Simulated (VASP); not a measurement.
Here is a VASP 6.6.1 calculation.

File INCAR:

```
SYSTEM = W2C
ALGO = Normal
EDIFF = 1E-6
ENCUT = 600
GGA_COMPAT = .False.
ISIF = 2
ISMEAR = 1
LASPH = .True.
LCHARG = .False.
LREAL = .False.
LWAVE = .False.
NBANDS = 23
NELM = 120
PREC = Accurate
SIGMA = 0.13
```

KPOINTS

```
k-points
0
Gamma
  6 6 4
  0 0 0
```

POSCAR

```
W2C
1.0
    3.0700456420      0.0000000000      0.0000000000
   -1.5350228210      2.6587375167      0.0000000000
    0.0000000000      0.0000000000      4.6784280000
W C
2 1
Direct
    0.3333333333      0.6666666667      0.7463310000
    0.6666666667      0.3333333333      0.2536690000
    0.0000000000      0.0000000000      0.0000000000
```

Potentials or basis: VASP PAW LDA potentials, release 64 (W_sv, C).

Run with:

```console
$ cat potpaw_LDA.64/W_sv/POTCAR potpaw_LDA.64/C/POTCAR > POTCAR
$ mpirun -np 1 vasp_std > vasp.out
```

What does it give for the largest force?

0.396 eV/Å.

What does it give for the band gap on the k mesh?

Zero (bands 16 and 17 overlap by 2.44 eV).

Predict the pressure.

-13.7 GPa.

Forces in eV/Å, atoms in the order of the input:
```
W    0.000  0.000  0.396
W    0.000  0.000 -0.396
C    0.000  0.000  0.000
```

Caveat: the k points lie up to 0.39 Å⁻¹ apart, too coarse for converged energies and pressures of a metal; spin-orbit coupling is left out, which moves the levels of the heavy elements.
